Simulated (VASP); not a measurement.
## Tl: single point with PBE

The system is Tl.

```
Tl
1.0
    -2.34654    2.34654    1.25391
     2.34654   -2.34654    1.25391
     2.34654    2.34654   -1.25391
Tl
2
Direct
  0.62500 0.87500 0.75000
  0.37500 0.12500 0.25000
```

```json
{
  "Program": "VASP 6.6.1",
  "Task": "single point",
  "Functional": "PBE",
  "Potentials or basis": "VASP PAW PBE potentials, release 64 (Tl_d)",
  "Cutoff": "520 eV",
  "k mesh": "17 × 17 × 17",
  "Occupations": "fermi-dirac, width 0.1 eV",
  "Spin": "no spin polarisation",
  "Dipole correction": "no",
  "Further INCAR settings": "ALGO = Normal; EDIFF = 1e-06; NBANDS = 20"
}
```

```json
{"Pressure": "230.8 GPa", "Band gap on the k mesh": "zero (bands 13 and 14 overlap by 10.60 eV)"}
```

Levels at points of the mesh, in eV from the Fermi level:
```
           k point  band 10  band 11  band 12  band 13  band 14  band 15  band 16  band 17
(0.00, 0.00, 0.00)   -12.24   -11.14    -2.43    -2.43     2.23     7.20    10.24    10.24
```

Run time: 97 s on 1 thread of Intel(R) Xeon(R) Platinum 8559C (Emerald Rapids), on a shared host, peak memory 0.3 GiB.

Caveat: the cell stands under pressure; spin-orbit coupling is left out, which moves the levels of the heavy elements.
